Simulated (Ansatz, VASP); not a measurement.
# InGaAs2: VASP beside Ansatz

File INCAR:

```
SYSTEM = InGaAs2
PREC     = Accurate       ! precision mode
ENCUT    = 520            ! plane-wave cutoff, eV
EDIFF    = 1E-6           ! SCF threshold, eV
ISMEAR   = 0              ! smearing method
SIGMA    = 0.15           ! smearing width, eV
LREAL    = .False.        ! projectors in reciprocal space
LASPH    = .True.         ! aspherical terms in the spheres
NELM     = 100            ! most SCF steps
ALGO     = Normal         ! electronic algorithm
ISIF     = 2              ! what is computed and relaxed
LWAVE    = .False.        ! write WAVECAR
LCHARG   = .False.        ! write CHGCAR
GGA      = PS             ! functional
NBANDS   = 26             ! bands
```

KPOINTS

```
regular mesh
0
Gamma
  12 12 8
  0 0 0
```

POSCAR

```
InGaAs2
1.0
    4.3728762434      0.0000000000      0.0000000000
    0.0000000000      4.3728762434      0.0000000000
    0.0000000000      0.0000000000      5.9621480000
In Ga As
1 1 2
Direct
    0.0000000000      0.0000000000      0.5000000000
    0.5000000000      0.5000000000      0.0000000000
    0.5000000000      0.0000000000      0.7684750000
    0.0000000000      0.5000000000      0.2315250000
```

Input for Ansatz:

```yaml
crystal:
  lattice:
    - [4.3728762434, 0.0, 0.0]
    - [0.0, 4.3728762434, 0.0]
    - [0.0, 0.0, 5.962148]
  atoms:
    - { symbol: In, position: [0.0, 0.0, 0.5] }
    - { symbol: Ga, position: [0.5, 0.5, 0.0] }
    - { symbol: As, position: [0.5, 0.0, 0.768475] }
    - { symbol: As, position: [0.0, 0.5, 0.231525] }
basis:
  ecutwfc: 420
kpoints:
  mp_grid: { grid: [12, 12, 8] }
hamiltonian:
  xc: pbesol
scf:
  occupations: { method: gaussian, width: 0.15 }
output:
  forces: true
  stress: true
  eigenvalues: true
```

Change from the starting cell: strain +0.0350 x Voigt [1, 1, 0, 0, 0, 0], atoms carried along.

Alike in both runs: task single point; functional PBEsol; k mesh 12 × 12 × 8; occupations gaussian, width 0.15 eV; no spin polarisation.

|  | VASP | Ansatz |
| --- | --- | --- |
| version | VASP 6.6.1 | Ansatz 0.2.0 |
| potentials or method | VASP PAW PBE potentials, release 64 (In_d, Ga_d, As), cutoff 520 eV | scalar-relativistic, plane waves, PAW |
| valence electrons in the cell | 36 | 56 |

```csv
,VASP,Ansatz,Ansatz less VASP
gap on the k mesh at the Fermi level (eV),none,none,-
pressure (GPa),-5.4,-5.5,-0.06
"traceless stress, the component that is largest in VASP (GPa)",1.14,1.14,-0.001
rms of the force components (eV/Å),0.007,0.007,-0.0002
```

VASP's potentials were made for PBE, not for PBEsol. Atom by atom the forces differ by 0.000 eV/Å (rms over components). A gap of «none» marks a metal or a gap that the smearing closes. VASP's potentials hold 36 valence electrons a cell and Ansatz's 56, so a difference there can come from the potentials and not from the codes.
